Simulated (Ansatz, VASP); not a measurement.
## TiC: VASP beside Ansatz

```xyz
2
Lattice="0.0000 2.1640 2.1640 2.1640 0.0000 2.1640 2.1640 2.1640 0.0000" Properties=species:S:1:pos:R:3 pbc="T T T"
Ti    0.0000    0.0000    0.0000
C     2.1640    2.1640    2.1640
```

Alike in both runs: task single point; functional PBE; k mesh 8 × 8 × 8; occupations gaussian, width 0.1 eV; no spin polarisation.

|  | VASP | Ansatz |
| --- | --- | --- |
| version | VASP 6.6.1 | Ansatz 0.2.0 |
| potentials or method | VASP PAW PBE potentials, release 64 (Ti_sv, C), cutoff 600 eV | scalar-relativistic, plane waves, PAW |
| valence electrons in the cell | 16 | 16 |

```csv
,VASP,Ansatz,Ansatz less VASP
gap on the k mesh at the Fermi level (eV),none,none,-
pressure (GPa),1.0,0.9,-0.06
```

A gap of «none» marks a metal or a gap that the smearing closes. The functional is the same, so the differences come from potentials, cutoffs and numerics.
